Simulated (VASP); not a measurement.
Sb:

```
Sb
1.0
    -1.60746    1.60746    2.76513
     1.60746   -1.60746    2.76513
     1.60746    1.60746   -2.76513
Sb
1
Cartesian
  0.0000 0.0000 0.0000
```

Base run:

* Program: VASP 6.6.1
* Functional: PBEsol
* Potentials or basis: VASP PAW PBE potentials, release 64 (Sb)
* Cutoff: 520 eV
* k mesh: 12 × 12 × 12
* Occupations: fermi-dirac, width 0.05 eV
* Spin: no spin polarisation

Its results: pressure -4.4 GPa.

Q: The run is repeated on the same cell with these changes: functional from PBEsol to LDA; potentials or basis from VASP PAW PBE potentials, release 64 (Sb) to VASP PAW LDA potentials, release 64 (Sb). What comes out?

A: Pressure -5.4 GPa.

Caveats: the PAW data sets were made with another functional, which shifts forces and pressure a little (some runs).
